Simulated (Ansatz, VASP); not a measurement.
BiTe5: VASP beside Ansatz

```
Bi Te
1.0
     0.00000    4.50138    4.50138
     4.50138    0.00000    4.50138
     4.50138    4.50138    0.00000
Bi Te
1 5
Direct
  0.00000 0.00000 0.00000
  0.25000 0.25000 0.25000
  0.12618 0.62461 0.62461
  0.62461 0.62461 0.62461
  0.62461 0.12618 0.62461
  0.62461 0.62461 0.12618
```

Change from the starting cell: species swapped into the ZrCu5 type (F-43m, No. 216).

Alike in both runs: functional PBE; k mesh 8 × 8 × 8; occupations gaussian, width 0.1 eV; no spin polarisation.

Ansatz relaxed the structure, and its values are those at the end. VASP's run is a single point on that final structure, the one shown.

|  | VASP | Ansatz |
| --- | --- | --- |
| version | VASP 6.6.1 | Ansatz 0.2.0 |
| potentials or method | VASP PAW PBE potentials, release 64 (Bi_d, Te), cutoff 520 eV | scalar-relativistic, plane waves, PAW |
| valence electrons in the cell | 45 | 95 |

|  | VASP | Ansatz | Ansatz less VASP |
| --- | --- | --- | --- |
| gap on the k mesh at the Fermi level (eV) | none | none | - |
| pressure (GPa) | -0.1 | 0.0 | +0.07 |

A gap of «none» marks a metal or a gap that the smearing closes. VASP's potentials hold 45 valence electrons a cell and Ansatz's 95, so a difference there can come from the potentials and not from the codes.

Neither program's run includes spin-orbit coupling.
